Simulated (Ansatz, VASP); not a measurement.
# KI in VASP and in Ansatz

```
CELL_PARAMETERS angstrom
0.00000 3.54596 3.54596
3.54596 0.00000 3.54596
3.54596 3.54596 0.00000
ATOMIC_POSITIONS crystal
K 0.00000 0.00000 0.00000
I 0.50000 0.50000 0.50000
```

Alike in both runs: functional r2SCAN; k mesh 6 × 6 × 6; occupations gaussian, width 0.02 eV; no spin polarisation.

Ansatz relaxed the structure, and its values are those at the end. VASP's run is a single point on that final structure, the one shown.

|  | VASP | Ansatz |
| --- | --- | --- |
| version | VASP 6.6.1 | Ansatz 0.2.0 |
| potentials or method | VASP PAW PBE potentials, release 64 (K_sv, I), cutoff 520 eV | scalar-relativistic, plane waves, PAW |
| valence electrons in the cell | 16 | 26 |

|  | VASP | Ansatz | Ansatz less VASP |
| --- | --- | --- | --- |
| gap on the k mesh at the Fermi level (eV) | 4.58 | 4.58 | +0.003 |
| least direct gap on the mesh (eV) | 4.58 | 4.58 | +0.003 |
| pressure (GPa) | 0.0 | 0.0 | 0.00 |

VASP's potentials were made for PBE, not for r2SCAN. VASP's potentials hold 16 valence electrons a cell and Ansatz's 26, so a difference there can come from the potentials and not from the codes.

Neither program's run includes spin-orbit coupling.
